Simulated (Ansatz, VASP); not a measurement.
## One calculation of AlNi, two programs

```xyz
2
Lattice="2.3706 0.0000 0.0000 0.0000 2.3706 0.0000 0.0000 0.0000 2.3706" Properties=species:S:1:pos:R:3 pbc="T T T"
Ni    0.0000    0.0000    0.0000
Al    1.1853    1.1853    1.1853
```

Change from the starting cell: volume scaled by 0.55, LAPW.

Alike in both runs: task single point; functional PBE; k mesh 14 × 14 × 14; occupations fermi-dirac, width 0.08 eV; no spin polarisation.

|  | VASP | Ansatz |
| --- | --- | --- |
| version | VASP 6.6.1 | Ansatz 0.2.0 |
| potentials or method | VASP PAW PBE potentials, release 64 (Ni, Al), cutoff 520 eV | all-electron LAPW, scalar-relativistic |

Ansatz gave:

```
pressure (GPa) : 340.0
```

Which values does VASP return?

Pressure (GPa): 342.5.

Both programs put the cell under a high pressure, so it lies far from rest at this level. Ansatz ran all-electron here, and VASP with PAW potentials.

Noted on VASP's run: the cell as given lies far from equilibrium.
